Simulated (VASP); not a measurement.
**MgZrH4: relaxation of cell and atoms with PBE**

MgZrH4:

```
Mg Zr H
1.0
     1.99175    1.14994    4.88944
    -1.99175    1.14994    4.88944
     0.00000   -2.29987    4.88944
Mg Zr H
1 1 4
Direct
  0.62950 0.62950 0.62950
  0.85677 0.85677 0.85677
  0.34812 0.61642 0.34812
  0.34812 0.34812 0.61642
  0.61642 0.34812 0.34812
  0.32433 0.32433 0.32433
```

| Property | Result |
| --- | --- |
| Program | VASP 6.6.1 |
| Task | relaxation of cell and atoms |
| Functional | PBE |
| Potentials or basis | VASP PAW PBE potentials, release 64 (Mg, Zr_sv, H) |
| Cutoff | 600 eV |
| k mesh | 4 × 4 × 4 |
| Occupations | gaussian, width 0.15 eV |
| Spin | no spin polarisation |
| Dipole correction | no |
| Further INCAR settings | ALGO = Normal; EDIFF = 1e-07; IBRION = 2; EDIFFG = -0.08; NSW = 36; ISIF = 3 |

| Item | Value |
| --- | --- |
| Relaxed volume | 9.55 Å³/atom |
| Relaxed cell | a = 5.691 Å, b = 5.691 Å, c = 5.691 Å, α = 36.13°, β = 36.13°, γ = 36.13° |
| Space group after relaxing (to 0.05 Å) | R3m (No. 160) |
| Energy gained by relaxing | 732.0 meV/atom |
| Ionic steps | 16 |
| Pressure after relaxing | 0.6 GPa |
| Largest force after relaxing | 0.073 eV/Å |
| Band gap on the k mesh | zero (band 9 reaches 4.80 eV, above the bottom of band 10 at 4.78 eV) |

Forces on the atoms (eV/Å):
```
Mg   0.000  0.000 -0.055
Zr   0.000  0.000  0.073
H   -0.006  0.004  0.018
H    0.000 -0.007  0.018
H    0.006  0.004  0.018
H    0.000  0.000 -0.072
```

Stress tensor (GPa, compression positive):
```
0.69 0.00 0.00
0.00 0.69 0.00
0.00 0.00 0.31
```

Step by step:
```tsv
step	energy change (eV)	largest force (eV/Å)	pressure (GPa)	volume (Å³)
1	0.0000	3.0074	-1.33	67.19
2	-1.2391	2.0143	-4.72	66.29
3	-2.1932	5.8268	2.50	63.58
4	-2.4690	1.2089	-4.27	64.82
5	-2.5555	1.9059	-3.02	64.48
6	-3.5401	1.2759	-1.14	61.14
7	-3.8720	0.9750	2.95	57.80
8	-4.0045	0.8573	-1.73	59.79
9	-4.0208	0.7979	-3.70	60.79
10	-4.1238	0.7119	-3.55	60.32
11	-4.2860	0.3496	-2.05	58.84
12	-4.2877	0.3822	-1.72	58.63
13	-4.3477	0.2195	-0.09	57.07
14	-4.3580	0.2777	1.08	56.15
15	-4.3795	0.1369	0.82	56.61
16	-4.3923	0.0725	0.56	57.32
```

Final structure:
```cif
data_structure
_symmetry_space_group_name_H-M 'P 1'
_symmetry_Int_Tables_number 1
_cell_length_a 5.6907
_cell_length_b 5.6907
_cell_length_c 5.6907
_cell_angle_alpha 36.131
_cell_angle_beta 36.131
_cell_angle_gamma 36.131
_cell_volume 57.32
loop_
_atom_site_label
_atom_site_type_symbol
_atom_site_fract_x
_atom_site_fract_y
_atom_site_fract_z
_atom_site_occupancy
Mg1 Mg 0.67931 0.67931 0.67931 1
Zr1 Zr 0.85172 0.85172 0.85172 1
H1 H 0.28266 0.78017 0.28266 1
H2 H 0.28266 0.28266 0.78017 1
H3 H 0.78017 0.28266 0.28266 1
H4 H 0.24675 0.24675 0.24675 1
```

Levels at points of the mesh, in eV from the Fermi level:
| k point | band 7 | band 8 | band 9 | band 10 | band 11 | band 12 |
| --- | --- | --- | --- | --- | --- | --- |
| (0.00, 0.00, 0.00) | -2.62 | -0.78 | -0.78 | 2.33 | 2.33 | 3.85 |
| (0.50, 0.00, 0.00) | -4.35 | -0.59 | -0.45 | 0.26 | 2.76 | 4.10 |
| (0.50, 0.50, 0.00) | -3.58 | -1.41 | -0.27 | -0.04 | 3.45 | 3.63 |
| (0.50, 0.50, 0.50) | -0.81 | -0.81 | -0.32 | 1.65 | 2.39 | 2.39 |

Wall time 4.5 min on 1 thread of Intel(R) Xeon(R) 6975P-C (Granite Rapids) (shared host), peak memory 0.36 GiB.

Caveat: the k points lie up to 0.52 Å⁻¹ apart in the final cell; the relaxation stopped at a loose force limit of 0.08 eV/Å, so its end isn't a converged minimum.
